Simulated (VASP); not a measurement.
Input of a VASP 6.6.1 run:

Contents of POSCAR:

```
Au
1.0
    0.0000000000      4.0700000000      4.0700000000
    4.0700000000      0.0000000000      4.0700000000
    4.0700000000      4.0700000000      0.0000000000
Au
8
Direct
    0.0000000000      0.0000000000      0.0000000000
    0.0000000000      0.0000000000      0.5000000000
    0.0000000000      0.5000000000      0.0000000000
    0.0000000000      0.5000000000      0.5000000000
    0.5000000000      0.0000000000      0.0000000000
    0.5000000000      0.0000000000      0.5000000000
    0.5000000000      0.5000000000      0.0000000000
    0.5000000000      0.5000000000      0.5000000000
```

INCAR.step1

```
ALGO     = Normal         # electronic algorithm
EDIFF    = 1E-4           # SCF threshold, eV
ENCUT    = 520            # plane-wave cutoff, eV
GGA      = PE             # functional
ISMEAR   = -1             # smearing method
LASPH    = True           # aspherical terms in the spheres
LCHARG   = False          # write CHGCAR
LREAL    = False          # projectors in reciprocal space
LWAVE    = True           # write WAVECAR
NBANDS   = 54             # bands
NELM     = 100            # most SCF steps
PREC     = Accurate       # precision mode
SIGMA    = 0.05           # smearing width, eV
```

Contents of INCAR.step2:

```
ALGO     = Normal         # electronic algorithm
EDIFF    = 1E-8           # SCF threshold, eV
ENCUT    = 520            # plane-wave cutoff, eV
ISIF     = 2              # what is computed and relaxed
ISMEAR   = -1             # smearing method
ISTART   = 1            
LASPH    = True           # aspherical terms in the spheres
LCHARG   = False          # write CHGCAR
LEFG     = True         
LMIXTAU  = True         
LREAL    = False          # projectors in reciprocal space
LWAVE    = False          # write WAVECAR
METAGGA  = R2SCAN         # meta-GGA
NBANDS   = 54             # bands
NELM     = 100            # most SCF steps
PREC     = Accurate       # precision mode
SIGMA    = 0.05           # smearing width, eV
```

KPOINTS

```
k-points
0
Gamma
  7 7 7
```

Potentials or basis: VASP PAW PBE potentials, release 64 (Au).

Run with:

```bash
$ cat potpaw_PBE.64/Au/POTCAR > POTCAR
$ cp INCAR.step1 INCAR
$ mpirun -np 1 vasp_std > vasp.out
$ cp INCAR.step2 INCAR
$ mpirun -np 1 vasp_std > vasp.out
```

Task: Estimate the band gap on the k mesh.

Result: Zero (bands 44 and 45 overlap by 1.84 eV).

Task: Predict the pressure.

Result: 7.2 GPa.

Caveat: the cell stands under pressure; the PAW data sets were made with another functional, which shifts forces and pressure a little; spin-orbit coupling is left out, which moves the levels of the heavy elements.
